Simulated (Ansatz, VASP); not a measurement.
**One calculation of HfC, two programs**

```
Hf C
1.0
     0.00000    2.31012    2.31012
     2.31012    0.00000    2.31012
     2.31012    2.31012    0.00000
Hf C
1 1
Direct
  0.00000 0.00000 0.00000
  0.50000 0.50000 0.50000
```

Change from the starting cell: volume scaled by 0.98, PAW files.

Alike in both runs: task electric field gradients; functional PBE; k mesh 16 × 16 × 16; occupations fermi-dirac, width 0.05 eV; no spin polarisation.

|  | VASP | Ansatz |
| --- | --- | --- |
| version | VASP 6.6.1 | Ansatz 0.2.0 |
| potentials or method | VASP PAW PBE potentials, release 64 (Hf_pv, C) | PAW with Ansatz's default frozen-core files, scalar-relativistic |
| plane-wave cutoff (eV) | 520 | 420 |
| valence electrons in the cell | 14 | 30 |

|  | VASP | Ansatz | Ansatz less VASP |
| --- | --- | --- | --- |
| pressure (GPa) | 4.3 | 4.9 | +0.58 |

VASP's potentials hold 14 valence electrons a cell and Ansatz's 30, so a difference there can come from the potentials and not from the codes.

Neither program's run includes spin-orbit coupling.
